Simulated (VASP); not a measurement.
The system is B4As3N.

```xyz
8
Lattice="5.2631 -1.6113 -0.0017 5.2631 1.6113 -0.0017 -0.9586 0.0000 5.4729" Properties=species:S:1:pos:R:3 pbc="T T T"
N     0.0146    0.0000    0.0609
As    4.8189    0.0000    2.7049
As    7.6109    0.0000    1.2849
As    1.9160    0.0000    4.1987
B     3.9065    0.0000    4.6813
B     9.6990    0.0000    1.4378
B     1.5851    0.0000    0.3111
B     6.8071    0.0000    3.0948
```

Base run:

* Program: VASP 6.6.1
* Functional: r2SCAN
* Potentials or basis: VASP PAW PBE potentials, release 64 (N, As, B)
* Cutoff: 520 eV
* k mesh: 8 × 8 × 4
* Occupations: fermi-dirac, width 0.02 eV
* Spin: no spin polarisation

Its results: band gap on the k mesh 0.18 eV (least direct gap 0.61 eV); pressure 0.4 GPa; largest force 0.040 eV/Å.

Task: The run is repeated on the same cell with these changes: functional from r2SCAN to PBE; k mesh from 8 × 8 × 4 to 8 × 8 × 6. What comes out?

Result: Band gap on the k mesh 0.03 eV (least direct gap 0.44 eV); pressure 3.0 GPa; largest force 0.236 eV/Å.

Several settings changed at once.

Caveats: the PAW data sets were made with another functional, which shifts forces and pressure a little (at least some runs).

A k mesh can miss the band edges.
